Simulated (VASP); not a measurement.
Here is a VASP 6.6.1 calculation.

Contents of INCAR:

```
PREC = Accurate ; ENCUT = 520
EDIFF = 1E-6 ; ISMEAR = 0
SIGMA = 0.2 ; LREAL = F
LASPH = T ; NELM = 80
ALGO = Fast ; ISIF = 2
LWAVE = F ; LCHARG = F
GGA = PE ; NBANDS = 69
```

KPOINTS

```
regular mesh
0
Gamma
  6 6 4
```

File POSCAR:

```
Ta4W
1.0
   -2.3230572002      4.0236530996      0.0000000000
    2.3230572002     -1.3412176999     -4.7545499000
   -6.9691716006     -4.0236530996      0.0000000000
Ta W
8 2
Direct
    0.6537305000      0.3074610000      0.5512435000
    0.1537305000      0.3074610000      0.0512435000
    0.8462695000      0.6925390000      0.9487565000
    0.3462695000      0.6925390000      0.4487565000
    0.9565850000      0.9131700000      0.6521950000
    0.4565850000      0.9131700000      0.1521950000
    0.5434150000      0.0868300000      0.8478050000
    0.0434150000      0.0868300000      0.3478050000
    0.2500000000      0.5000000000      0.7500000000
    0.7500000000      0.5000000000      0.2500000000
```

Potentials or basis: VASP PAW PBE potentials, release 64 (Ta_pv, W_sv).

Launch:

```console
$ cat potpaw_PBE.64/Ta_pv/POTCAR potpaw_PBE.64/W_sv/POTCAR > POTCAR
$ mpirun -np 1 vasp_std > vasp.out
```

Problem. What does it give for the largest force?

Solution. 0.017 eV/Å.

Problem. Estimate the band gap on the k mesh.

Solution. Zero (bands 58 and 59 overlap by 0.70 eV).

Stress tensor (GPa, compression positive):
```
0.33 0.08 0.16
0.08 0.23 0.09
0.16 0.09 0.22
```

Caveat: spin-orbit coupling is left out, which moves the levels of the heavy elements.
